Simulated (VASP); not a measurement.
## HfH5: single point with PBE

HfH5:

```xyz
6
Lattice="2.4073 -2.4130 0.0000 2.4073 2.4130 0.0000 0.0000 0.0000 4.1844" Properties=species:S:1:pos:R:3 pbc="T T T"
Hf    0.0000    0.0000    0.0000
H     1.2037    1.2065    1.0291
H     1.2037   -1.2065    3.1553
H     1.2037    1.2065    3.1553
H     1.2037   -1.2065    1.0291
H     0.0000    0.0000    2.0922
```

The cell was generated, and may not be a known phase.

```yaml
Program: VASP 6.6.1
Task: single point
Functional: PBE
Potentials_or_basis: VASP PAW PBE potentials, release 64 (Hf_pv, H)
Cutoff: 520 eV
k_mesh: 12 × 12 × 10
Occupations: gaussian, width 0.1 eV
Spin: no spin polarisation
Dipole_correction: no
Further_INCAR_settings: ALGO = Fast; EDIFF = 1e-06; NBANDS = 16
```

```json
{
  "Pressure": "-0.2 GPa",
  "Band gap on the k mesh": "zero (an odd number of electrons rules out a gap without spin polarisation)"
}
```

Forces on the atoms (eV/Å):
```
Hf   0.000  0.000  0.000
H    0.000  0.000  0.003
H    0.000  0.000 -0.003
H    0.000  0.000 -0.003
H    0.000  0.000  0.003
H    0.000  0.000  0.000
```

Levels at points of the mesh, in eV from the Fermi level:
```csv
k point,band 5,band 6,band 7,band 8,band 9,band 10
"(0.00, 0.00, 0.00)",-4.25,-2.58,-1.22,2.66,3.57,3.57
"(0.50, 0.00, 0.00)",-3.98,-2.61,-2.37,0.64,2.97,3.87
"(0.50, 0.50, 0.00)",-3.10,-3.07,-2.24,-2.22,-0.54,5.60
"(0.00, 0.00, 0.50)",-5.72,-3.80,0.86,2.58,2.84,2.84
"(0.50, 0.00, 0.50)",-4.34,-3.95,-2.45,2.63,3.01,3.09
"(0.50, 0.50, 0.50)",-3.77,-1.60,-1.57,-1.52,-0.16,3.38
```

Run time: 3.4 min on 1 thread of Oxide Virtual Turin-like Processor, on a shared host, peak memory 0.28 GiB.

Caveat: spin-orbit coupling is left out, which moves the levels of the heavy elements; an odd number of electrons without spin polarisation forces a metal; a magnetic or distorted state may lie lower.
